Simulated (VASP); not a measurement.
FeO, 2 atoms in the cell. The structure is cubic, space group F-43m (No. 216). Conventional cell: a = 4.732 Å, b = 4.732 Å, c = 4.732 Å, α = 90.00°, β = 90.00°, γ = 90.00°. Fe (site symmetry -43m) has 4 O at 2.05 Å within 2.7 Å. Within 2.7 Å of O (site symmetry -43m) lie 4 Fe at 2.05 Å. 

* Program: VASP 6.6.1
* Task: single point
* Functional: PBE
* Potentials or basis: VASP PAW PBE potentials, release 64 (Fe_sv, O)
* Cutoff: 600 eV
* k mesh: 10 × 10 × 10
* Occupations: fermi-dirac, width 0.05 eV
* Spin: collinear spin, ferromagnetic start
* Starting moments: [3.0, 0.0] μB
* Dipole correction: no
* Second run: valence_matched
* Further INCAR settings: ALGO = Normal; EDIFF = 1e-06; NBANDS = 22

Potentials or basis: VASP PAW PBE potentials, release 64 (Fe_sv, O).

Run with:

```bash
$ cat potpaw_PBE.64/Fe_sv/POTCAR potpaw_PBE.64/O/POTCAR > POTCAR
$ mpirun -np 1 vasp_std > vasp.out
```

Hardware: 1 thread of AMD EPYC 7R13 Processor (Zen 3), on a shared host.

Problem. Estimate the wall time of this run.

Solution. It took 89 s on 1 thread of AMD EPYC 7R13 Processor (Zen 3) (shared host), peak memory 0.17 GiB. Counts: scf iterations 14, k points 47.
